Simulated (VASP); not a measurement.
Runs of VASP 6.6.1 on Ge. The structure is that of space group Cmmm (No. 65), or close to it. The cells are those of the table. 

```csv
cell,gap on the mesh (eV),pressure (GPa)
"a = 2.952, b = 2.952, c = 2.766 Å, angles 90.0, 90.0, 123.5°, 1 atom",none,-5.5
"a = 3.026, b = 3.026, c = 2.766 Å, angles 90.0, 90.0, 123.5°, 1 atom",none,-7.8
"a = 2.804, b = 2.804, c = 2.766 Å, angles 90.0, 90.0, 123.5°, 1 atom",none,2.2
"a = 2.804, b = 2.804, c = 2.698 Å, angles 90.0, 90.0, 123.5°, 1 atom",none,4.0
"a = 3.026, b = 3.026, c = 2.563 Å, angles 90.0, 90.0, 123.5°, 1 atom",none,-3.3
"a = 3.100, b = 3.100, c = 2.631 Å, angles 90.0, 90.0, 123.5°, 1 atom",none,-7.1
"a = 2.878, b = 2.878, c = 2.833 Å, angles 90.0, 90.0, 123.5°, 1 atom",none,-3.4
"a = 3.026, b = 3.026, c = 2.698 Å, angles 90.0, 90.0, 123.5°, 1 atom",none,(a)
"a = 3.100, b = 3.100, c = 2.563 Å, angles 90.0, 90.0, 123.5°, 1 atom",none,-5.4
"a = 2.952, b = 2.952, c = 2.833 Å, angles 90.0, 90.0, 123.5°, 1 atom",none,-6.4
"a = 2.804, b = 2.804, c = 2.631 Å, angles 90.0, 90.0, 123.5°, 1 atom",none,(b)
"a = 2.804, b = 2.804, c = 2.833 Å, angles 90.0, 90.0, 123.5°, 1 atom",none,0.8
```

Alike in all rows: task single point; level PBEsol; potentials or basis VASP PAW PBE potentials, release 64 (Ge_d); no spin polarisation; k mesh 20 × 20 × 18; cutoff (eV) 520; smearing gaussian 0.15 eV.

Question: Estimate the missing entries.

Answer: (a) -6.7; (b) 6.2.

Caveats: the PAW data sets were made with another functional, which shifts forces and pressure a little.

A k mesh can miss the band edges, and the runs leave out spin-orbit coupling on Ge.

A gap of «none» marks levels without a gap at the run's occupations.
